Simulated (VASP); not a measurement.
# Cd2S in VASP: notebook, part 2 of 3

VASP 6.6.1. Earlier steps stand in the parts before.

**3. Single point, r2SCAN (functional r2SCAN, strained)**

POSCAR

```
Cd2S
1.0
    3.8072541297      0.0000000000      0.0000000000
   -1.9036270648      3.2971787950      0.0000000000
    0.0000000000      0.0000000000      5.5813554898
Cd S
2 1
Direct
    0.6666666700      0.3333333300      0.5787350000
    0.3333333300      0.6666666700      0.9327170000
    0.3333333300      0.6666666700      0.3657050000
```

INCAR.step1

```
SYSTEM = Cd2S
PREC = Accurate ; ENCUT = 520
ISMEAR = 0 ; SIGMA = 0.05
LREAL = .FALSE. ; LASPH = .TRUE.
NELM = 100 ; NBANDS = 22
GGA = PE ; ALGO = Normal
EDIFF = 1E-4 ; LWAVE = .TRUE.
LCHARG = .FALSE.
```

INCAR.step2

```
SYSTEM = Cd2S
PREC = Accurate ; ENCUT = 520
EDIFF = 1E-6 ; ISMEAR = 0
SIGMA = 0.05 ; LREAL = .FALSE.
LASPH = .TRUE. ; NELM = 100
ALGO = Normal ; ISIF = 2
LWAVE = .FALSE. ; LCHARG = .FALSE.
METAGGA = R2SCAN ; LMIXTAU = .TRUE.
NBANDS = 22 ; ISTART = 1
```

KPOINTS

```
Automatic mesh
0
G
  12 12 6
  0 0 0
```

Potentials or basis: VASP PAW PBE potentials, release 64 (Cd, S).

Started as:

```
cat potpaw_PBE.64/Cd/POTCAR potpaw_PBE.64/S/POTCAR > POTCAR
cp INCAR.step1 INCAR
mpirun -np 1 vasp_std > vasp.out
cp INCAR.step2 INCAR
mpirun -np 1 vasp_std > vasp.out
```

OUTCAR:

```text
SYSTEM = Cd2S
   PREC = Accurate
   ENCUT = 520
   EDIFF = 1E-6
   ISMEAR = 0
   LREAL = .FALSE.
   LASPH = .TRUE.
   NELM = 100
   ISIF = 2
   METAGGA = R2SCAN
   ISTART = 1

 ion  position               nearest neighbor table
   1  0.667  0.333  0.579-   3 2.50   3 2.50   3 2.50   2 2.96   2 2.96   2 2.96
   2  0.333  0.667  0.933-   3 2.42   1 2.96   1 2.96   1 2.96   3 3.16
   3  0.333  0.667  0.366-   2 2.42   1 2.50   1 2.50   1 2.50   2 3.16

  LATTYP: Found a hexagonal cell.
 ALAT       =     3.8072541297
 C/A-ratio  =     1.4659792332

  Lattice vectors:

 A1 = (   3.8072541297,   0.0000000000,   0.0000000000)
 A2 = (  -1.9036270648,   3.2971787950,   0.0000000000)
 A3 = (   0.0000000000,   0.0000000000,   5.5813554898)

Analysis of symmetry for initial positions (statically):
=====================================================================
 Subroutine PRICEL returns:
 Original cell was already a primitive cell.

 Routine SETGRP: Setting up the symmetry group for a
 hexagonal supercell.

 Subroutine GETGRP returns: Found  6 space group operations
 (whereof  6 operations were pure point group operations)
 out of a pool of 24 trial point group operations.

The static configuration has the point symmetry C_3v.

Analysis of symmetry for dynamics (positions and initial velocities):
=====================================================================
 Subroutine PRICEL returns:
 Original cell was already a primitive cell.

 Routine SETGRP: Setting up the symmetry group for a
 hexagonal supercell.

 Subroutine GETGRP returns: Found  6 space group operations
 (whereof  6 operations were pure point group operations)
 out of a pool of 24 trial point group operations.

The dynamic configuration has the point symmetry C_3v.

 Subroutine INISYM returns: Found  6 space group operations
 (whereof  6 operations are pure point group operations),
 and found     1 'primitive' translations

----------------------------------------------------------------------------------------

                                     Primitive cell

  volume of cell :      70.0639

  direct lattice vectors                    reciprocal lattice vectors
     3.807254130  0.000000000  0.000000000     0.262656488  0.151644794  0.000000000
    -1.903627065  3.297178795  0.000000000     0.000000000  0.303289589  0.000000000
     0.000000000  0.000000000  5.581355490     0.000000000  0.000000000  0.179167946

  length of vectors
     3.807254130  3.807254130  5.581355490     0.303289589  0.303289589  0.179167946

  position of ions in fractional coordinates (direct lattice)
     0.666666670  0.333333330  0.578735000
     0.333333330  0.666666670  0.932717000
     0.333333330  0.666666670  0.365705000

  ion indices of the primitive-cell ions
   primitive index   ion index
                 1           1
                 2           2
                 3           3

----------------------------------------------------------------------------------------

 KPOINTS: Automatic mesh

Automatic generation of k-mesh.
 Grid dimensions read from file:
 generate k-points for:   12   12    6

 Generating k-lattice:

  Cartesian coordinates                     Fractional coordinates (reciprocal lattice)
     0.021888041  0.012637066  0.000000000     0.083333333 -0.000000000  0.000000000
     0.000000000  0.025274132  0.000000000     0.000000000  0.083333333  0.000000000
     0.000000000  0.000000000  0.029861324     0.000000000  0.000000000  0.166666667

  Length of vectors
     0.025274132  0.025274132  0.029861324

  Shift w.r.t. Gamma in fractional coordinates (k-lattice)
     0.000000000  0.000000000  0.000000000

 Subroutine IBZKPT returns following result:
 ===========================================

 Found    100 irreducible k-points:

 Following reciprocal coordinates:
            Coordinates               Weight
  0.000000  0.000000  0.000000      1.000000
  0.083333  0.000000  0.000000      6.000000
  0.166667  0.000000  0.000000      6.000000
  0.250000 -0.000000  0.000000      6.000000
  0.333333 -0.000000  0.000000      6.000000
  0.416667 -0.000000  0.000000      6.000000
[... 16 lines left out ...]
  0.166667  0.000000  0.166667      6.000000
  0.000000  0.166667  0.166667      6.000000
 [... further k-points ...]
   k-points           NKPTS =    100   k-points in BZ     NKDIM =    100   number of bands    NBANDS=     22
   number of dos      NEDOS =    301   number of ions     NIONS =      3
   total plane-waves  NPLWV =  32928
   dimension x,y,z NGX =    28 NGY =   28 NGZ =   42
   dimension x,y,z NGXF=    56 NGYF=   56 NGZF=   84
   ions per type =               2   1
   NGX,Y,Z   is equivalent  to a cutoff of  12.23, 12.23, 12.51 a.u.
   NGXF,Y,Z  is equivalent  to a cutoff of  24.45, 24.45, 25.02 a.u.
 SYSTEM =  Cd2S
   PREC   = accura    normal or accurate (medium, high low for compatibility)
   ISTART =      1    job   : 0-new  1-cont  2-samecut
   ICHARG =      0    charge: 1-file 2-atom 10-const
   ISPIN  =      1    spin polarized calculation?
   LNONCOLLINEAR =      F non collinear calculations
   LSORBIT =      F    spin-orbit coupling
   LASPH  =      T    aspherical Exc in radial PAW
   ENCUT  =  520.0 eV  38.22 Ry    6.18 a.u.   7.08  7.08 10.38*2*pi/ulx,y,z
   NELM   =    100;   NELMIN=  2; NELMDL=  0     # of ELM steps
   EDIFF  = 0.1E-05   stopping-criterion for ELM
   LREAL  =      F    real-space projection
   EDIFFG = 0.1E-04   stopping-criterion for IOM
   NSW    =      0    number of steps for IOM
   IBRION =     -1    ionic relax: 0-MD 1-quasi-New 2-CG
   NFREE  =      0    steps in history (QN), initial steepest desc. (CG)
   ISIF   =      2    stress and relaxation
   ISYM   =      2    0-nonsym 1-usesym 2-fastsym
   POTIM  = 0.5000    time-step for ionic-motion
   TEBEG  =    0.0;   TEEND  =   0.0 temperature during run
   PSTRESS=    0.0 pullay stress
   NELECT =      30.0000    total number of electrons
   NUPDOWN=      -1.0000    fix difference up-down
   EMIN   =  10.00;   EMAX   =-10.00  energy-range for DOS
   EFERMI =   0.00;   METHOD = LEGACY
   ISMEAR =     0;   SIGMA  =   0.05  broadening in eV -4-tet -1-fermi 0-gaus
   EFERMI_NEDOS =   21; number of points for ismear=-14 and -15
   IALGO  =     38    algorithm
   IMIX   =      4    mixing-type and parameters
     AMIX     =   0.40;   BMIX     =  1.00
     AMIX_MAG =   1.60;   BMIX_MAG =  1.00
  volume/ion in A,a.u.               =      23.35       157.60
  Fermi-wavevector in a.u.,A,eV,Ry     =   1.233911  2.331754 20.715371  1.522537
  Thomas-Fermi vector in A             =   2.368622
   LORBIT       =      0    0 simple, 1 ext, 2 COOP (PROOUT), +10 PAW based schemes
   METAGGA = R2SCAN    functional components
   LHFCALC =     F    Hartree Fock is set to
   AEXX    =    0.0000 exact exchange contribution
   IVDW    =     0    specifies the selected vdW correction
   LEPSILON=     F    determine dielectric tensor
   LRPA    =     F    only Hartree local field effects (RPA)
 non-spin polarized calculation
 Gauss-broadening in eV      SIGMA  =   0.05
  energy-cutoff  :      520.00
  volume of cell :       70.06
 maximum number of plane-waves:      1926
   NGX = 15   NGY = 15   NGZ = 21

 number of electron      29.9999992 magnetization

 Free energy of the ion-electron system (eV)
  ---------------------------------------------------
  ext. energy  EPLUGINS =         0.00000000
  ---------------------------------------------------
  free energy    TOTEN  =       -48.95696792 eV

  energy without entropy =      -48.95678904  energy(sigma->0) =      -48.95687848

 E-fermi :   2.4550     XC(G=0): -10.4708

 val. band max:        2.4397620641   @ k =   0.5000  -0.0000   0.1667
 cond. band min:       2.5781044211   @ k =   0.3333   0.3333   0.1667
 fundamental gap:      0.1383423570
 Fermi energy:         2.4549744786

 k-point     1 :       0.0000    0.0000    0.0000
  band No.  band energies     occupation
      1     -11.8566      2.00000
      2      -6.9152      2.00000
      3      -6.9152      2.00000
      4      -6.8535      2.00000
      5      -6.8535      2.00000
      6      -6.7253      2.00000
[... 14 lines left out ...]
     21      11.6190      0.00000
     22      13.0315      0.00000
[... 552 lines left out ...]
  band No.  band energies     occupation
      1     -11.7052      2.00000
      2      -6.9868      2.00000
      3      -6.9224      2.00000
      4      -6.8653      2.00000
      5      -6.7952      2.00000
      6      -6.7779      2.00000
[... 14 lines left out ...]
     21      11.5663      0.00000
     22      12.1417      0.00000

 [... further k-points ...]

------------------------ aborting loop because EDIFF is reached ----------------------------------------

  FORCE on cell =-STRESS in cart. coord.  units (eV):
  Direction    XX          YY          ZZ          XY          YZ          ZX
  --------------------------------------------------------------------------------------
  -------------------------------------------------------------------------------------
  Total        1.9393400      1.9393400      3.3979253      0.0000000      0.0000000     -0.0000000
  in kB       44.3476364     44.3476364     77.7016718      0.0000000      0.0000000     -0.0000000
  external PRESSURE =      55.4656482 kB  Pullay stress =       0.0000000 kB

 VOLUME and BASIS-vectors are now :
 -----------------------------------------------------------------------------
  energy-cutoff  :      520.00
  volume of cell :       70.06
      direct lattice vectors                 reciprocal lattice vectors
     3.807254130  0.000000000  0.000000000     0.262656488  0.151644794  0.000000000
    -1.903627065  3.297178795  0.000000000     0.000000000  0.303289589  0.000000000
     0.000000000  0.000000000  5.581355490     0.000000000  0.000000000  0.179167946

 POSITION                                       TOTAL-FORCE (eV/Angst)
 -----------------------------------------------------------------------------------
      1.90363      1.09906      3.23013        -0.000000      0.000000      0.532303
     -0.00000      2.19812      5.20583        -0.000000     -0.000000     -0.295991
     -0.00000      2.19812      2.04113         0.000000     -0.000000     -0.236311
 -----------------------------------------------------------------------------------
    total drift:                                0.000012     -0.000007     -0.000361

  FREE ENERGIE OF THE ION-ELECTRON SYSTEM (eV)
  ---------------------------------------------------
  free  energy   TOTEN  =       -48.9569679243 eV

  energy  without entropy=      -48.9567890413  energy(sigma->0) =      -48.95687848
```

Run time: 3.7 min. Hardware: 1 thread of Intel Xeon 6975P-C (Granite Rapids), shared host; peak memory 0.27 GiB.

What came out:

- Free energy: -48.9570 eV
- Pressure: 5.5 GPa
- Largest force: 0.532 eV/Å
- Band gap on the k mesh: zero (band 15 reaches 2.58 eV, above the bottom of band 16 at 2.44 eV)

Forces on the atoms (eV/Å):
```
Cd   0.000  0.000  0.532
Cd   0.000  0.000 -0.296
S    0.000  0.000 -0.236
```

Stress tensor (GPa, compression positive):
```
4.43 0.00 0.00
0.00 4.43 0.00
0.00 0.00 7.77
```

Caveat: the cell differs from its parent crystal (functional r2SCAN, strained); the PAW data sets were made with another functional, which shifts forces and pressure a little.

**4. Single point, PBE (strained and its atoms moved)**

INCAR

```
PREC = Accurate
ENCUT = 520
EDIFF = 1E-7
ISMEAR = 0
SIGMA = 0.05
LREAL = F
LASPH = T
NELM = 60
ALGO = Normal
ISIF = 2
LWAVE = F
LCHARG = F
GGA = PE
NBANDS = 22
```

KPOINTS

```
Automatic mesh
0
Gamma
  12 12 6
```

POSCAR

```
Cd2S
1.0
    3.8563119849      0.0000000000      0.0000000000
   -1.9281559924      3.3396641439      0.0000000000
    0.0000000000      0.0000000000      5.7404111667
Cd S
2 1
Direct
    0.6666666700      0.3333333300      0.5585871311
    0.3333333300      0.6666666700      0.9546245850
    0.3333333300      0.6666666700      0.3639452838
```

Started as:

```
cat potpaw_PBE.64/Cd/POTCAR potpaw_PBE.64/S/POTCAR > POTCAR
mpirun -np 1 vasp_std > vasp.out
```

Wall time 3.4 min (1 thread of Intel Xeon 8259CL, shared host); peak memory 0.29 GiB.

The run converged. Its results:

* Free energy: -6.0272 eV
* Pressure: 5.6 GPa
* Largest force: 1.532 eV/Å
* Band gap on the k mesh: zero (band 15 reaches 2.35 eV, above the bottom of band 16 at 2.28 eV)

Forces in eV/Å, atoms in the order of the input:
```
Cd   0.000  0.000  1.088
Cd   0.000  0.000 -1.532
S    0.000  0.000  0.444
```

Stress tensor (GPa, compression positive):
```
4.01 0.00 0.00
0.00 4.01 0.00
0.00 0.00 8.83
```

Levels at points of the mesh, in eV from the Fermi level:
| k point | band 13 | band 14 | band 15 | band 16 | band 17 | band 18 |
| --- | --- | --- | --- | --- | --- | --- |
| (0.00, 0.00, 0.00) | -4.38 | -1.27 | -1.27 | 2.84 | 4.80 | 6.52 |
| (0.50, 0.00, 0.00) | -3.72 | -2.31 | -1.33 | 0.39 | 2.57 | 4.14 |
| (0.00, 0.00, 0.50) | -1.20 | -1.20 | -0.65 | 0.85 | 4.23 | 6.24 |
| (0.50, 0.00, 0.50) | -4.24 | -2.10 | -1.34 | 1.28 | 3.06 | 4.43 |

Caveat: the cell differs from its parent crystal (strained and its atoms moved); forces of over 1 eV/Å act on the atoms, so gaps and moduli don't describe the material at rest.

[end of part 2 of 3]
